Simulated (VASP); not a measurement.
Set up this calculation in VASP 6.6.1, as the native input.

```
Task                   : relaxation of cell and atoms
Functional             : PBE
Potentials or basis    : VASP PAW PBE potentials, release 64 (F)
Cutoff                 : 600 eV
k mesh                 : 19 × 19 × 10
Occupations            : fermi-dirac, width 0.08 eV
Spin                   : no spin polarisation
Dipole correction      : no
Further INCAR settings : ALGO = Normal; EDIFF = 1e-06; IBRION = 2; EDIFFG = -0.005; NSW = 100; ISIF = 3
```

The structure of F lies in POSCAR:

```
F
1.0
    2.5123336524      0.0000000000      0.0000000000
   -1.2561668262      2.1757447658      0.0000000000
    0.0000000000      0.0000000000      4.0699805169
F
2
Direct
    0.3333333333      0.6666666667      0.2500000000
    0.6666666667      0.3333333333      0.7500000000
```

The input as run:

INCAR

```
PREC = Accurate
ENCUT = 600
EDIFF = 1E-6
ISMEAR = -1
SIGMA = 0.08
LREAL = False
LASPH = True
NELM = 80
ALGO = Normal
ISIF = 3
LWAVE = False
LCHARG = False
GGA = PE
IBRION = 2
NSW = 100
EDIFFG = -0.005
```

KPOINTS

```
regular mesh
0
Gamma
  19 19 10
```

Potentials or basis: VASP PAW PBE potentials, release 64 (F).

The run is started by

```bash
$ cat potpaw_PBE.64/F/POTCAR > POTCAR
$ mpirun -np 1 vasp_std > vasp.out
```

Results of the run:

- Relaxed volume: 10.32 Å³/atom
- Relaxed cell: a = 2.839 Å, b = 2.839 Å, c = 2.957 Å, α = 90.00°, β = 90.00°, γ = 120.00°
- Space group after relaxing (to 0.1 Å): P6_3/mmc (No. 194)
- Energy gained by relaxing: 199.4 meV/atom
- Ionic steps: 27
- Pressure after relaxing: 0.1 GPa
- Band gap on the k mesh: zero (bands 7 and 8 overlap by 1.51 eV)

Caveat: a cell axis changed by over 15 % at a fixed basis, so the end point is rough.

Wall time 18 min on 1 thread of Intel Xeon 8259CL, with other jobs on the host, peak memory 0.21 GiB.
